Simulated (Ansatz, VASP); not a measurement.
**One calculation of AlNi3, two programs**

File INCAR:

```
SYSTEM = AlNi3
  ALGO = Normal
  EDIFF = 1E-7
  ENCUT = 520
  GGA = PE
  ISIF = 2
  ISMEAR = 0
  ISPIN = 2
  LASPH = .TRUE.
  LCHARG = .FALSE.
  LMAXMIX = 4
  LORBIT = 11
  LREAL = .FALSE.
  LWAVE = .FALSE.
  MAGMOM = 0 0.3 0.3 0.3
  NBANDS = 28
  NELM = 150
  PREC = Accurate
  SIGMA = 0.1
```

KPOINTS

```
k-points
0
G
  12 12 12
  0 0 0
```

File POSCAR:

```
AlNi3
1.0
    3.6019948501      0.0000000000      0.0000000000
    0.0000000000      3.6019948501      0.0000000000
    0.0000000000      0.0000000000      3.6019948501
Al Ni
1 3
Direct
    0.0000000000      0.0000000000      0.0000000000
    0.0000000000      0.5000000000      0.5000000000
    0.5000000000      0.0000000000      0.5000000000
    0.5000000000      0.5000000000      0.0000000000
```

Input for Ansatz:

```yaml
crystal:
  lattice:
    - [3.6019948623, 0.0, 0.0]
    - [0.0, 3.6019948623, 0.0]
    - [0.0, 0.0, 3.6019948623]
  atoms:
    - { symbol: Al, position: [0.0, 0.0, 0.0] }
    - { symbol: Ni, position: [0.0, 0.5, 0.5], spin: 0.3 }
    - { symbol: Ni, position: [0.5, 0.0, 0.5], spin: 0.3 }
    - { symbol: Ni, position: [0.5, 0.5, 0.0], spin: 0.3 }
basis:
  ecutwfc: 420
kpoints:
  mp_grid: { grid: [12, 12, 12] }
hamiltonian:
  xc: pbe
scf:
  occupations: { method: gaussian, width: 0.1 }
output:
  forces: true
  stress: true
  eigenvalues: true
  populations: true
magnetization:
  spin_polarized: true
```

Alike in both runs: task single point; functional PBE; k mesh 12 × 12 × 12; occupations gaussian, width 0.1 eV; collinear spin.

|  | VASP | Ansatz |
| --- | --- | --- |
| version | VASP 6.6.1 | Ansatz 0.2.0 |
| potentials or method | VASP PAW PBE potentials, release 64 (Al, Ni), cutoff 520 eV | scalar-relativistic, plane waves, PAW |
| valence electrons in the cell | 33 | 57 |

Ansatz gave:

```
gap on the k mesh at the Fermi level (eV)                     : none
pressure (GPa)                                                : -5.0
net moment per atom (μB)                                      : 0.19
size of the moment on the site where the two differ most (μB) : 0.28
```

Question: What did VASP give for the same quantities?

Answer: gap on the k mesh at the Fermi level (eV): none; pressure (GPa): -4.9; net moment per atom (μB): 0.18; size of the moment on the site where the two differ most (μB): 0.26.

Site moments also hang on the region over which each program counts them. A gap of «none» marks a metal or a gap that the smearing closes. With one functional, cell and mesh, what is left measures potentials, basis and numerics. VASP's potentials hold 33 valence electrons a cell and Ansatz's 57, so a difference there can come from the potentials and not from the codes.
